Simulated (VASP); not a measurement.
Write the native input for VASP 6.6.1 that does the following.

```yaml
Task: single point
Functional: PBE
Potentials_or_basis: VASP PAW PBE potentials, release 64 (Cd, Hg, S)
Cutoff: 520 eV
k_mesh: 4 × 4 × 4
Occupations: gaussian, width 0.1 eV
Spin: no spin polarisation
Dipole_correction: no
Further_INCAR_settings: ALGO = Normal; EDIFF = 1e-06; NBANDS = 46
```

The structure of Cd3HgS4 lies in POSCAR:

```
Cd3HgS4
1.0
   -2.8918208000      2.8918208000      5.7836415900
    2.8918208000     -2.8918208000      5.7836415900
    2.8918208000      2.8918208000     -5.7836415900
Cd Hg S
3 1 4
Direct
    0.0000000000      0.0000000000      0.0000000000
    0.2500000000      0.7500000000      0.5000000000
    0.7500000000      0.2500000000      0.5000000000
    0.5000000000      0.5000000000      0.0000000000
    0.8750000000      0.8750000000      0.5000000000
    0.3750000000      0.3750000000      0.5000000000
    0.1250000000      0.6250000000      0.0000000000
    0.6250000000      0.1250000000      0.0000000000
```

The input as run:

INCAR

```
SYSTEM = Cd3HgS4
PREC = Accurate
ENCUT = 520
EDIFF = 1E-6
ISMEAR = 0
SIGMA = 0.1
LREAL = .False.
LASPH = .True.
NELM = 100
ALGO = Normal
ISIF = 2
LWAVE = .False.
LCHARG = .True.
GGA = PE
LELF = .True.
LVHAR = .True.
NBANDS = 46
```

KPOINTS

```
regular mesh
0
Gamma
  4 4 4
  0 0 0
```

Potentials or basis: VASP PAW PBE potentials, release 64 (Cd, Hg, S).

Run with:

```sh
$ cat potpaw_PBE.64/Cd/POTCAR potpaw_PBE.64/Hg/POTCAR potpaw_PBE.64/S/POTCAR > POTCAR
$ mpirun -np 1 vasp_std > vasp.out
```

It gave:

```json
{
 "Pressure": "5.9 GPa",
 "Largest force": "0.204 eV/Å",
 "Band gap on the k mesh": "0.78 eV"
}
```

Caveat: the cell stands under pressure; spin-orbit coupling is left out, which moves the levels of the heavy elements.

Run time: 73 s on 1 thread of AMD EPYC 9R45 96-Core Processor (Zen 5), with other jobs on the host, peak memory 0.41 GiB.
